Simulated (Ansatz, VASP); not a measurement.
## Two plane-wave programs on ZnCl4

```
Zn Cl
1.0
     6.72693    0.00000    0.00000
    -3.36346    5.82569    0.00000
     0.00000    0.00000    6.23499
Zn Cl
1 4
Direct
  0.00000 0.00000 0.50000
  0.33333 0.66667 0.83872
  0.33333 0.66667 0.16128
  0.66667 0.33333 0.16128
  0.66667 0.33333 0.83872
```

Alike in both runs: functional PBE; k mesh 6 × 6 × 2; occupations gaussian, width 0.1 eV; no spin polarisation.

Ansatz relaxed the structure, and its values are those at the end. VASP's run is a single point on that final structure, the one shown.

|  | VASP | Ansatz |
| --- | --- | --- |
| version | VASP 6.6.1 | Ansatz 0.2.0 |
| potentials or method | VASP PAW PBE potentials, release 64 (Zn, Cl), cutoff 520 eV | scalar-relativistic, plane waves, PAW |
| valence electrons in the cell | 40 | 40 |

```csv
,VASP,Ansatz,Ansatz less VASP
gap on the k mesh at the Fermi level (eV),1.04,1.01,-0.033
least direct gap on the mesh (eV),1.06,1.03,-0.033
pressure (GPa),-0.1,0.1,+0.19
rms of the force components (eV/Å),0.114,0.018,-0.0962
```

The k mesh is coarse, so the values compare programs but aren't converged.
